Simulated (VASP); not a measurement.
LiBH4, 6 atoms in the cell. The structure is cubic, space group F-43m (No. 216). Conventional cell: a = 5.554 Å, b = 5.554 Å, c = 5.554 Å, α = 90.00°, β = 90.00°, γ = 90.00°. Within 3.0 Å of Li (site symmetry -43m) lie 12 H at 2.31 Å and 6 B at 2.78 Å. Within 1.6 Å of B (site symmetry -43m) lie 4 H at 1.19 Å. H (site symmetry 3m) has 1 B at 1.19 Å within 1.6 Å. 

```yaml
Program: VASP 6.6.1
Task: single point
Functional: PBEsol
Potentials_or_basis: VASP PAW PBE potentials, release 64 (Li_sv, B, H)
Cutoff: 750 eV
k_mesh: 5 × 5 × 5
Occupations: gaussian, width 0.01 eV
Spin: no spin polarisation
Dipole_correction: no
Further_INCAR_settings: ALGO = Normal; EDIFF = 1e-06; NBANDS = 14
```

Potentials or basis: VASP PAW PBE potentials, release 64 (Li_sv, B, H).

Launch:

```sh
$ cat potpaw_PBE.64/Li_sv/POTCAR potpaw_PBE.64/B/POTCAR potpaw_PBE.64/H/POTCAR > POTCAR
$ mpirun -np 1 vasp_std > vasp.out
```

Hardware: 1 thread of AMD EPYC 7R43 64-Core Processor (Zen 3) (shared host).

Estimate the wall time of this run.

Run time: 23 s on 1 thread of AMD EPYC 7R43 64-Core Processor (Zen 3), with other jobs on the host, peak memory 0.16 GiB. Counts: scf iterations 12, k points 10.
